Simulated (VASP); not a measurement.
Wanted: the native input for a VASP 6.6.1 run.

| Quantity | Value |
| --- | --- |
| Task | single point |
| Functional | PBE |
| Potentials or basis | VASP PAW PBE potentials, release 64 (In_d, O) |
| Cutoff | 520 eV |
| k mesh | 9 × 9 × 9 |
| Occupations | fermi-dirac, width 0.0612256 eV |
| Spin | no spin polarisation |
| Dipole correction | no |
| Further INCAR settings | ALGO = Normal; EDIFF = 1e-07; NBANDS = 24 |

The structure of InO3 (ReO3 type) lies in POSCAR:

```
InO3
1.0
    4.2679705278      0.0000000000      0.0000000000
    0.0000000000      4.2679705278      0.0000000000
    0.0000000000      0.0000000000      4.2679705278
In O
1 3
Direct
    0.0000000000      0.0000000000      0.0000000000
    0.5000000000      0.0000000000      0.0000000000
    0.0000000000      0.5000000000      0.0000000000
    0.0000000000      0.0000000000      0.5000000000
```

The input as run:

INCAR

```
PREC = Accurate
ENCUT = 520
EDIFF = 1E-7
ISMEAR = -1
SIGMA = 0.06122561905347299
LREAL = F
LASPH = T
NELM = 100
ALGO = Normal
ISIF = 2
LWAVE = F
LCHARG = F
GGA = PE
NBANDS = 24
```

KPOINTS

```
Automatic mesh
0
Gamma
  9 9 9
```

Potentials or basis: VASP PAW PBE potentials, release 64 (In_d, O).

The run is started by

```sh
$ cat potpaw_PBE.64/In_d/POTCAR potpaw_PBE.64/O/POTCAR > POTCAR
$ mpirun -np 1 vasp_std > vasp.out
```

Results of the run:

```json
{
 "Pressure": "-2.2 GPa",
 "Band gap on the k mesh": "zero (an odd number of electrons rules out a gap without spin polarisation)"
}
```

Caveat: spin-orbit coupling is left out, which moves the levels of the heavy elements; an odd number of electrons without spin polarisation forces a metal; a magnetic or distorted state may lie lower.

Wall time 70 s on 1 thread of Intel Xeon 8259CL (shared host), peak memory 0.2 GiB.
